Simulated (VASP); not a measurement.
# NaTi12 (a cell with a defect) in VASP: a series of runs

The runs below take NaTi12 (a cell with a defect) through single point, with PBE.

Everything below comes from runs of VASP 6.6.1. Logs are shortened: lines on timing, memory, paths and dates and some standing lists are left out, and cuts for length are marked.

## 1. The cell of the first run

The cell holds a defect, 13 atoms: a = 5.900 Å, b = 8.850 Å, c = 4.685 Å, α = 90.00°, β = 90.00°, γ = 120.00°.

## 2. Single point, PBE

Input file INCAR:

```
PREC = Accurate
ENCUT = 520
EDIFF = 1E-6
ISMEAR = -1
SIGMA = 0.15
LREAL = F
LASPH = T
NELM = 100
ALGO = Normal
ISIF = 2
LWAVE = F
LCHARG = F
GGA = PE
NBANDS = 88
```

Input file KPOINTS:

```
regular mesh
0
Gamma
  2 2 2
```

Input file POSCAR:

```
NaTi12
1.0
    5.9000000000      0.0000000000      0.0000000000
   -4.4250000000      7.6643250000      0.0000000000
    0.0000000000      0.0000000000      4.6846000000
Ti Na
12 1
Direct
   -0.0179465069     -0.0081546646      0.1202023652
    0.3149188573      0.2132477420      0.3695726423
    0.3766367452      0.4214591631      0.0659181147
    0.1815690693      0.5297531094      0.5861546343
   -0.0639347297      0.7085164056      0.0595568458
    0.2381302898      0.8844223072      0.5677539171
    0.5526905552      0.0309094408      0.1365538146
    0.8637332499      0.3745143897      0.2460188703
    0.5410540606      0.2078460921     -0.1945096700
    0.6062239043      0.5456318723      0.5892285361
    0.4300490035      0.7344156204      0.0930068736
    0.6759749271      0.8311756091      0.5628015199
    0.9360219508      0.1781761603      0.6963668189
```

Potentials or basis: VASP PAW PBE potentials, release 64 (Ti_sv, Na_pv).

Command:

```bash
cat potpaw_PBE.64/Ti_sv/POTCAR potpaw_PBE.64/Na_pv/POTCAR > POTCAR
mpirun -np 1 vasp_std > vasp.out
```

OUTCAR:

```text
PREC = Accurate
   ENCUT = 520
   EDIFF = 1E-6
   ISMEAR = -1
   LREAL = F
   LASPH = T
   NELM = 100
   ISIF = 2
   GGA = PE

 ion  position               nearest neighbor table
   1  0.982  0.992  0.120-   2 2.28   5 2.40  12 2.65  13 2.68   7 2.72  11 2.90
   2  0.315  0.213  0.370-   3 2.21   1 2.28   9 2.45  13 2.60  10 2.76   7 2.83   6 2.87   8 2.87

   3  0.377  0.421  0.066-   2 2.21  10 2.56  11 2.63  10 2.75   9 2.80   4 2.90
   4  0.182  0.530  0.586-   8 2.32  10 2.44  13 2.75  12 2.80  11 2.85   3 2.90  11 2.90
   5  0.936  0.709  0.060-   1 2.40  11 2.81  10 2.81   6 2.85   8 2.90   6 2.91
   6  0.238  0.884  0.568-   7 2.61   9 2.74  12 2.85   5 2.85   2 2.87   5 2.91
   7  0.553  0.031  0.137-   9 2.23  11 2.36   6 2.61   8 2.70   1 2.72   2 2.83  13 2.85
   8  0.864  0.375  0.246-   4 2.32   9 2.69   7 2.70   2 2.87   5 2.90
   9  0.541  0.208  0.805-   7 2.23   2 2.45  13 2.52   8 2.69   6 2.74   3 2.80
  10  0.606  0.546  0.589-  12 2.35   4 2.44   3 2.56   3 2.75   2 2.76   5 2.81
  11  0.430  0.734  0.093-   7 2.36  12 2.54   3 2.63  12 2.79   5 2.81   4 2.85   1 2.90   4 2.90

  12  0.676  0.831  0.563-  10 2.35  11 2.54   1 2.65  13 2.73  11 2.79   4 2.80   6 2.85
  13  0.936  0.178  0.696-   9 2.52   2 2.60   1 2.68  12 2.73   4 2.75   7 2.85

  LATTYP: Found a simple monoclinic cell.
 ALAT       =     5.9000000000
 B/A-ratio  =     0.7940000000
 C/A-ratio  =     1.3228756849
 COS(beta)  =    -0.1889822323

  Lattice vectors:

 A1 = (   5.9000000000,   0.0000000000,   0.0000000000)
 A2 = (   0.0000000000,   0.0000000000,   4.6846000000)
 A3 = (  -1.4750000000,  -7.6643250000,   0.0000000000)

Analysis of symmetry for initial positions (statically):
=====================================================================
 Subroutine PRICEL returns:
 Original cell was already a primitive cell.

 Routine SETGRP: Setting up the symmetry group for a
 simple monoclinic supercell.

 Subroutine GETGRP returns: Found  1 space group operations
 (whereof  1 operations were pure point group operations)
 out of a pool of  4 trial point group operations.

The static configuration has the point symmetry C_1 .

Analysis of symmetry for dynamics (positions and initial velocities):
=====================================================================
 Subroutine PRICEL returns:
 Original cell was already a primitive cell.

 Routine SETGRP: Setting up the symmetry group for a
 simple monoclinic supercell.

 Subroutine GETGRP returns: Found  1 space group operations
 (whereof  1 operations were pure point group operations)
 out of a pool of  4 trial point group operations.

The dynamic configuration has the point symmetry C_1 .

 Subroutine INISYM returns: Found  1 space group operations
 (whereof  1 operations are pure point group operations),
 and found     1 'primitive' translations

----------------------------------------------------------------------------------------

                                     Primitive cell

  volume of cell :     211.8354

  direct lattice vectors                    reciprocal lattice vectors
     5.900000000  0.000000000  0.000000000     0.169491525  0.097855976  0.000000000
    -4.425000000  7.664325000  0.000000000     0.000000000  0.130474634  0.000000000
     0.000000000  0.000000000  4.684600000     0.000000000  0.000000000  0.213465397

  length of vectors
     5.900000000  8.850000153  4.684600000     0.195711955  0.130474634  0.213465397

  position of ions in fractional coordinates (direct lattice)
     0.982053493  0.991845335  0.120202365
     0.314918857  0.213247742  0.369572642
     0.376636745  0.421459163  0.065918115
     0.181569069  0.529753109  0.586154634
     0.936065270  0.708516406  0.059556846
     0.238130290  0.884422307  0.567753917
     0.552690555  0.030909441  0.136553815
     0.863733250  0.374514390  0.246018870
     0.541054061  0.207846092  0.805490330
     0.606223904  0.545631872  0.589228536
     0.430049004  0.734415620  0.093006874
     0.675974927  0.831175609  0.562801520
     0.936021951  0.178176160  0.696366819

  ion indices of the primitive-cell ions
   primitive index   ion index
                 1           1
                 2           2
                 3           3
                 4           4
                 5           5
                 6           6
                 7           7
                 8           8
                 9           9
                10          10
                11          11
                12          12
                13          13

----------------------------------------------------------------------------------------

 KPOINTS: regular mesh

Automatic generation of k-mesh.
 Grid dimensions read from file:
 generate k-points for:    2    2    2

 Generating k-lattice:

  Cartesian coordinates                     Fractional coordinates (reciprocal lattice)
     0.084745763  0.048927988  0.000000000     0.500000000  0.000000000  0.000000000
     0.000000000  0.065237317  0.000000000     0.000000000  0.500000000  0.000000000
     0.000000000  0.000000000  0.106732699     0.000000000  0.000000000  0.500000000

  Length of vectors
     0.097855977  0.065237317  0.106732699

  Shift w.r.t. Gamma in fractional coordinates (k-lattice)
     0.000000000  0.000000000  0.000000000

 Subroutine IBZKPT returns following result:
 ===========================================

 Found      8 irreducible k-points:

 Following reciprocal coordinates:
            Coordinates               Weight
  0.000000  0.000000  0.000000      1.000000
  0.500000  0.000000  0.000000      1.000000
  0.000000  0.500000  0.000000      1.000000
  0.500000  0.500000  0.000000      1.000000
  0.000000  0.000000  0.500000      1.000000
  0.500000  0.000000  0.500000      1.000000
  0.000000  0.500000  0.500000      1.000000
  0.500000  0.500000  0.500000      1.000000
   k-points           NKPTS =      8   k-points in BZ     NKDIM =      8   number of bands    NBANDS=     88
   number of dos      NEDOS =    301   number of ions     NIONS =     13
   total plane-waves  NPLWV = 120960
   dimension x,y,z NGX =    48 NGY =   70 NGZ =   36
   dimension x,y,z NGXF=    96 NGYF=  140 NGZF=   72
   ions per type =              12   1
   NGX,Y,Z   is equivalent  to a cutoff of  13.53, 13.15, 12.78 a.u.
   NGXF,Y,Z  is equivalent  to a cutoff of  27.05, 26.30, 25.55 a.u.
 SYSTEM =  unknown system
   PREC   = accura    normal or accurate (medium, high low for compatibility)
   ISTART =      0    job   : 0-new  1-cont  2-samecut
   ICHARG =      2    charge: 1-file 2-atom 10-const
   ISPIN  =      1    spin polarized calculation?
   LNONCOLLINEAR =      F non collinear calculations
   LSORBIT =      F    spin-orbit coupling
   LASPH  =      T    aspherical Exc in radial PAW
   ENCUT  =  520.0 eV  38.22 Ry    6.18 a.u.  10.97 16.46  8.71*2*pi/ulx,y,z
   NELM   =    100;   NELMIN=  2; NELMDL= -5     # of ELM steps
   EDIFF  = 0.1E-05   stopping-criterion for ELM
   LREAL  =      F    real-space projection
   EDIFFG = 0.1E-04   stopping-criterion for IOM
   NSW    =      0    number of steps for IOM
   IBRION =     -1    ionic relax: 0-MD 1-quasi-New 2-CG
   NFREE  =      0    steps in history (QN), initial steepest desc. (CG)
   ISIF   =      2    stress and relaxation
   ISYM   =      2    0-nonsym 1-usesym 2-fastsym
   POTIM  = 0.5000    time-step for ionic-motion
   TEBEG  =    0.0;   TEEND  =   0.0 temperature during run
   PSTRESS=    0.0 pullay stress
   NELECT =     151.0000    total number of electrons
   NUPDOWN=      -1.0000    fix difference up-down
   EMIN   =  10.00;   EMAX   =-10.00  energy-range for DOS
   EFERMI =   0.00;   METHOD = LEGACY
   ISMEAR =    -1;   SIGMA  =   0.15  broadening in eV -4-tet -1-fermi 0-gaus
   EFERMI_NEDOS =   21; number of points for ismear=-14 and -15
   IALGO  =     38    algorithm
   IMIX   =      4    mixing-type and parameters
     AMIX     =   0.40;   BMIX     =  1.00
     AMIX_MAG =   1.60;   BMIX_MAG =  1.00
  volume/ion in A,a.u.               =      16.30       109.96
  Fermi-wavevector in a.u.,A,eV,Ry     =   1.462405  2.763545 29.097806  2.138628
  Thomas-Fermi vector in A             =   2.578622
   LORBIT       =      0    0 simple, 1 ext, 2 COOP (PROOUT), +10 PAW based schemes
   GGA     = PE    functional components
   LHFCALC =     F    Hartree Fock is set to
   AEXX    =    0.0000 exact exchange contribution
   IVDW    =     0    specifies the selected vdW correction
   LEPSILON=     F    determine dielectric tensor
   LRPA    =     F    only Hartree local field effects (RPA)
 non-spin polarized calculation
  energy-cutoff  :      520.00
  volume of cell :      211.84
 maximum number of plane-waves:      5724
 NGX is ok and might be reduce to    48
   NGX = 21   NGY = 33   NGZ = 17

 number of electron     151.0000006 magnetization

 Free energy of the ion-electron system (eV)
  ---------------------------------------------------
  ext. energy  EPLUGINS =         0.00000000
  ---------------------------------------------------
  free energy    TOTEN  =       -88.61968688 eV

  energy without entropy =      -87.24139504  energy(sigma->0) =      -87.93054096

 E-fermi :   8.3119     XC(G=0): -11.5263

 val. band max:        8.3092004385   @ k =   0.0000   0.0000   0.5000
 cond. band min:       8.3237333107   @ k =   0.0000   0.0000   0.0000
 fundamental gap:      0.0145328723
 Fermi energy:         8.3118631258

 k-point     1 :       0.0000    0.0000    0.0000
  band No.  band energies     occupation
      1     -48.2741      2.00000
      2     -48.2202      2.00000
      3     -48.1628      2.00000
      4     -48.1094      2.00000
      5     -48.0472      2.00000
      6     -48.0010      2.00000
[... 709 lines left out ...]
     86       9.4175      0.00126
     87       9.5865      0.00041
 [bands above 87 left out]

------------------------ aborting loop because EDIFF is reached ----------------------------------------

  FORCE on cell =-STRESS in cart. coord.  units (eV):
  Direction    XX          YY          ZZ          XY          YZ          ZX
  --------------------------------------------------------------------------------------
  -------------------------------------------------------------------------------------
  Total       10.3653901     20.1070711     16.2565751     -1.4591993     -2.4630967      3.2754806
  in kB       78.3967026    152.0760972    122.9535856    -11.0363831    -18.6291745     24.7734894
  external PRESSURE =     117.8087951 kB  Pullay stress =       0.0000000 kB

 VOLUME and BASIS-vectors are now :
 -----------------------------------------------------------------------------
  energy-cutoff  :      520.00
  volume of cell :      211.84
      direct lattice vectors                 reciprocal lattice vectors
     5.900000000  0.000000000  0.000000000     0.169491525  0.097855976  0.000000000
    -4.425000000  7.664325000  0.000000000     0.000000000  0.130474634  0.000000000
     0.000000000  0.000000000  4.684600000     0.000000000  0.000000000  0.213465397

 POSITION                                       TOTAL-FORCE (eV/Angst)
 -----------------------------------------------------------------------------------
      1.40520      7.60183      0.56310         0.837706     -0.328842     -1.474084
      0.91440      1.63440      1.73130         0.628200      0.313660      1.122486
      0.35720      3.23020      0.30880        -0.595235      0.419116     -0.301731
     -1.27290      4.06020      2.74590        -1.410594      1.339701      0.724058
      2.38760      5.43030      0.27900         0.075357     -0.808451      0.421525
     -2.50860      6.77850      2.65970        -0.708502     -0.945502      0.373931
      3.12410      0.23690      0.63970        -0.689056     -0.468907      1.054372
      3.43880      2.87040      1.15250        -0.847072      0.228361     -1.007687
      2.27250      1.59300      3.77340        -1.037386      1.589263     -0.616104
      1.16230      4.18190      2.76030         2.754285     -0.904505     -0.401042
     -0.71250      5.62880      0.43570         0.326203     -1.441644     -0.948403
      0.31030      6.37040      2.63650         0.034423      1.091504      1.291774
      4.73410      1.36560      3.26220         0.631671     -0.083755     -0.239094
 -----------------------------------------------------------------------------------
    total drift:                                0.000817     -0.000267     -0.000078

  FREE ENERGIE OF THE ION-ELECTRON SYSTEM (eV)
  ---------------------------------------------------
  free  energy   TOTEN  =       -88.6196868809 eV

  energy  without entropy=      -87.2413950423  energy(sigma->0) =      -87.93054096
```

Wall time 4.5 min (1 thread of AMD EPYC 7R13 (Zen 3), shared host); peak memory 0.36 GiB.

Results:

| Property | Result |
| --- | --- |
| Free energy | -88.6197 eV |
| Pressure | 11.8 GPa |
| Largest force | 2.927 eV/Å |
| Band gap on the k mesh | zero (an odd number of electrons rules out a gap without spin polarisation) |

Forces in eV/Å, atoms in the order of the input:
```
Ti   0.838 -0.329 -1.474
Ti   0.628  0.314  1.122
Ti  -0.595  0.419 -0.302
Ti  -1.411  1.340  0.724
Ti   0.075 -0.808  0.422
Ti  -0.709 -0.946  0.374
Ti  -0.689 -0.469  1.054
Ti  -0.847  0.228 -1.008
Ti  -1.037  1.589 -0.616
Ti   2.754 -0.905 -0.401
Ti   0.326 -1.442 -0.948
Ti   0.034  1.092  1.292
Na   0.632 -0.084 -0.239
```

Stress tensor (GPa, compression positive):
```
 7.84 -1.10  2.48
-1.10 15.21 -1.86
 2.48 -1.86 12.30
```

Levels at points of the mesh, in eV from the Fermi level:
```csv
k point,band 73,band 74,band 75,band 76,band 77,band 78,band 79,band 80
"(0.00, 0.00, 0.00)",-0.34,-0.28,-0.24,0.01,0.10,0.16,0.38,0.46
"(0.50, 0.00, 0.00)",-0.19,-0.16,-0.12,-0.07,0.07,0.21,0.42,0.43
"(0.00, 0.50, 0.00)",-0.38,-0.24,-0.14,0.00,0.10,0.33,0.45,0.55
"(0.50, 0.50, 0.00)",-0.28,-0.16,-0.13,-0.09,0.10,0.12,0.26,0.44
"(0.00, 0.00, 0.50)",-0.23,-0.10,-0.09,0.00,0.13,0.20,0.39,0.48
"(0.50, 0.00, 0.50)",-0.28,-0.24,-0.16,-0.07,0.10,0.16,0.30,0.32
"(0.00, 0.50, 0.50)",-0.26,-0.18,0.01,0.13,0.14,0.29,0.35,0.43
"(0.50, 0.50, 0.50)",-0.30,-0.23,-0.08,-0.03,0.11,0.16,0.20,0.40
```

Caveat: the k points lie up to 0.67 Å⁻¹ apart, too coarse for converged energies and pressures of a metal; the atoms stand as in a frame of molecular dynamics.

(Part 1 of 2 ends here.)
